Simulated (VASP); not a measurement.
# Cs (Pm-3m) in VASP: further runs, part 2 of 2

VASP 6.6.1.

**3. Single point, PBEsol (volume scaled by 0.7)**

INCAR

```
SYSTEM = Cs
PREC     = Accurate       ! precision mode
ENCUT    = 520            ! plane-wave cutoff, eV
EDIFF    = 1E-7           ! SCF threshold, eV
ISMEAR   = -1             ! smearing method
SIGMA    = 0.08           ! smearing width, eV
LREAL    = .FALSE.        ! projectors in reciprocal space
LASPH    = .TRUE.         ! aspherical terms in the spheres
NELM     = 80             ! most SCF steps
ALGO     = Normal         ! electronic algorithm
ISIF     = 2              ! what is computed and relaxed
LWAVE    = .FALSE.        ! write WAVECAR
LCHARG   = .FALSE.        ! write CHGCAR
GGA      = PS             ! functional
NBANDS   = 10             ! bands
```

KPOINTS

```
regular mesh
0
G
  8 8 8
  0 0 0
```

POSCAR

```
Cs
1.0
    4.3707894271      0.0000000000      0.0000000000
    0.0000000000      4.3707894271      0.0000000000
    0.0000000000      0.0000000000      4.3707894271
Cs
1
Direct
    0.0000000000      0.0000000000      0.0000000000
```

Potentials or basis: VASP PAW PBE potentials, release 64 (Cs_sv).

Command:

```sh
$ cat potpaw_PBE.64/Cs_sv/POTCAR > POTCAR
$ mpirun -np 1 vasp_std > vasp.out
```

OUTCAR:

```text
SYSTEM = Cs
   PREC = Accurate
   ENCUT = 520
   EDIFF = 1E-7
   ISMEAR = -1
   LREAL = .FALSE.
   LASPH = .TRUE.
   NELM = 80
   ISIF = 2
   GGA = PS

 ion  position               nearest neighbor table
   1  0.000  0.000  0.000-

  LATTYP: Found a simple cubic cell.
 ALAT       =     4.3707894271

  Lattice vectors:

 A1 = (   4.3707894271,   0.0000000000,   0.0000000000)
 A2 = (   0.0000000000,   4.3707894271,   0.0000000000)
 A3 = (   0.0000000000,   0.0000000000,   4.3707894271)

Analysis of symmetry for initial positions (statically):
=====================================================================
 Subroutine PRICEL returns:
 Original cell was already a primitive cell.

 Routine SETGRP: Setting up the symmetry group for a
 simple cubic supercell.

 Subroutine GETGRP returns: Found 48 space group operations
[... 9 lines left out ...]

 Routine SETGRP: Setting up the symmetry group for a
 simple cubic supercell.

 Subroutine GETGRP returns: Found 48 space group operations
[... 11 lines left out ...]
                                     Primitive cell

  volume of cell :      83.4987

  direct lattice vectors                    reciprocal lattice vectors
     4.370789427  0.000000000  0.000000000     0.228791621  0.000000000  0.000000000
     0.000000000  4.370789427  0.000000000     0.000000000  0.228791621  0.000000000
     0.000000000  0.000000000  4.370789427     0.000000000  0.000000000  0.228791621

  length of vectors
     4.370789427  4.370789427  4.370789427     0.228791621  0.228791621  0.228791621

  position of ions in fractional coordinates (direct lattice)
     0.000000000  0.000000000  0.000000000

  ion indices of the primitive-cell ions
   primitive index   ion index
                 1           1

----------------------------------------------------------------------------------------

 KPOINTS: regular mesh

[... 81 lines left out ...]
   EFERMI =   0.00;   METHOD = LEGACY
   ISMEAR =    -1;   SIGMA  =   0.08  broadening in eV -4-tet -1-fermi 0-gaus
   EFERMI_NEDOS =   21; number of points for ismear=-14 and -15
   IALGO  =     38    algorithm
   IMIX   =      4    mixing-type and parameters
     AMIX     =   0.40;   BMIX     =  1.00
     AMIX_MAG =   1.60;   BMIX_MAG =  1.00
  volume/ion in A,a.u.               =      83.50       563.48
  Fermi-wavevector in a.u.,A,eV,Ry     =   0.779105  1.472294  8.258791  0.607004
  Thomas-Fermi vector in A             =   1.882139
   LORBIT       =      0    0 simple, 1 ext, 2 COOP (PROOUT), +10 PAW based schemes
   GGA     = PS    functional components
   LHFCALC =     F    Hartree Fock is set to
   AEXX    =    0.0000 exact exchange contribution
   IVDW    =     0    specifies the selected vdW correction
   LEPSILON=     F    determine dielectric tensor
   LRPA    =     F    only Hartree local field effects (RPA)
 non-spin polarized calculation
  energy-cutoff  :      520.00
  volume of cell :       83.50
 maximum number of plane-waves:      2301
 NGX is ok and might be reduce to    36
   NGX = 17   NGY = 17   NGZ = 17

 number of electron       9.0000001 magnetization

 Free energy of the ion-electron system (eV)
  ---------------------------------------------------
  ext. energy  EPLUGINS =         0.00000000
  ---------------------------------------------------
  free energy    TOTEN  =        -0.77705586 eV

  energy without entropy =       -0.73794082  energy(sigma->0) =       -0.75749834

 E-fermi :   1.2703     XC(G=0):  -6.3811

 val. band max:        1.2587460441   @ k =   0.5000   0.3750   0.0000
 cond. band min:       1.2823247377   @ k =   0.3750   0.2500   0.1250
 fundamental gap:      0.0235786936
 Fermi energy:         1.2702801715

 k-point     1 :       0.0000    0.0000    0.0000
  band No.  band energies     occupation
      1     -22.6495      2.00000
      2      -9.2020      2.00000
      3      -9.2020      2.00000
      4      -9.2020      2.00000
      5      -0.6653      2.00000
      6       2.4573      0.00000
      7       2.4573      0.00000
      8       6.7160      0.00000
      9       6.7160      0.00000
     10       6.7160      0.00000
[... 287 lines left out ...]
 k-point    24 :       0.5000    0.3750    0.1250
  band No.  band energies     occupation
      1     -22.5776      2.00000
      2      -9.6674      2.00000
      3      -9.5851      2.00000
      4      -9.1861      2.00000
      5       1.3475      0.55156
      6       2.7516      0.00000
      7       3.5610      0.00000
      8       3.9043      0.00000
      9       5.3906      0.00000
     10       5.6524      0.00000

 [... further k-points ...]
[... 5 lines left out ...]
  --------------------------------------------------------------------------------------
  -------------------------------------------------------------------------------------
  Total        0.4345039      0.4345039      0.4345039      0.0000000      0.0000000      0.0000000
  in kB        8.3372838      8.3372838      8.3372838      0.0000000      0.0000000      0.0000000
  external PRESSURE =       8.3372838 kB  Pullay stress =       0.0000000 kB

 VOLUME and BASIS-vectors are now :
 -----------------------------------------------------------------------------
  energy-cutoff  :      520.00
  volume of cell :       83.50
      direct lattice vectors                 reciprocal lattice vectors
     4.370789427  0.000000000  0.000000000     0.228791621  0.000000000  0.000000000
     0.000000000  4.370789427  0.000000000     0.000000000  0.228791621  0.000000000
     0.000000000  0.000000000  4.370789427     0.000000000  0.000000000  0.228791621

 POSITION                                       TOTAL-FORCE (eV/Angst)
 -----------------------------------------------------------------------------------
      0.00000      0.00000      0.00000         0.000000      0.000000      0.000000
 -----------------------------------------------------------------------------------
    total drift:                                0.000000      0.000000     -0.000000

  FREE ENERGIE OF THE ION-ELECTRON SYSTEM (eV)
  ---------------------------------------------------
  free  energy   TOTEN  =        -0.7770558562 eV

  energy  without entropy=       -0.7379408159  energy(sigma->0) =       -0.75749834
```

OSZICAR:

```text
N       E                     dE             d eps       ncg     rms          rms(c)
DAV:   1     0.496852567287E+02    0.49685E+02   -0.31444E+03   700   0.652E+02
DAV:   2     0.361879850307E+01   -0.46066E+02   -0.44886E+02   888   0.115E+02
DAV:   3    -0.733615742227E+00   -0.43524E+01   -0.43433E+01   808   0.385E+01
DAV:   4    -0.785384912536E+00   -0.51769E-01   -0.51759E-01   828   0.502E+00
DAV:   5    -0.785633162684E+00   -0.24825E-03   -0.24825E-03   936   0.340E-01    0.267E-01
DAV:   6    -0.779907989585E+00    0.57252E-02   -0.58237E-03   800   0.351E-01    0.165E-01
DAV:   7    -0.777064301512E+00    0.28437E-02   -0.10210E-02   794   0.468E-01    0.720E-02
DAV:   8    -0.777053312275E+00    0.10989E-04   -0.21243E-04   808   0.109E-01    0.822E-03
DAV:   9    -0.777056582454E+00   -0.32702E-05   -0.34095E-06   908   0.123E-02    0.546E-03
DAV:  10    -0.777055603269E+00    0.97918E-06   -0.12877E-06   796   0.606E-03    0.882E-04
DAV:  11    -0.777055766319E+00   -0.16305E-06   -0.33164E-08   492   0.115E-03    0.353E-04
DAV:  12    -0.777055856234E+00   -0.89915E-07   -0.12118E-08   404   0.760E-04
   1 F= -.77705586E+00 E0= -.75749834E+00  d E =-.391150E-01
```

stdout:

```text
POSCAR found type information on POSCAR Cs
 POSCAR found :  1 types and       1 ions
 scaLAPACK will be used
 -----------------------------------------------------------------------------
|                                                                             |
|                                                                             |
|     You enforced a specific xc type in the INCAR file but a different       |
|     I HOPE YOU KNOW WHAT YOU ARE DOING!                                     |
|                                                                             |
 -----------------------------------------------------------------------------

 LDA part: xc-table for (Slater+PW92), standard interpolation
 POSCAR, INCAR and KPOINTS ok, starting setup
 FFT: planning ... GRIDC
 FFT: planning ... GRID_SOFT
 FFT: planning ... GRID
 WAVECAR not read
 entering main loop
```

It took 42 s on 1 thread of Intel Xeon 6975P-C, shared host; peak memory 0.21 GiB.

Results:

```yaml
Free_energy: -0.7771 eV
Pressure: 0.8 GPa
```

Levels at points of the mesh, in eV from the Fermi level:
```csv
k point,band 1,band 2,band 3,band 4,band 5,band 6,band 7,band 8,band 9,band 10
"(0.00, 0.00, 0.00)",-23.92,-10.47,-10.47,-10.47,-1.94,1.19,1.19,5.45,5.45,5.45
"(0.50, 0.00, 0.00)",-23.88,-11.02,-10.42,-10.42,-0.12,0.78,1.77,3.31,3.31,5.71
"(0.50, 0.50, 0.00)",-23.85,-10.94,-10.94,-10.37,-0.14,1.49,2.99,2.99,3.83,3.83
"(0.50, 0.50, 0.50)",-23.81,-10.86,-10.86,-10.86,0.84,0.84,0.84,3.29,5.82,5.82
```

Caveat: the PAW data sets were made with another functional, which shifts forces and pressure a little; spin-orbit coupling is left out, which moves the levels of the heavy elements.
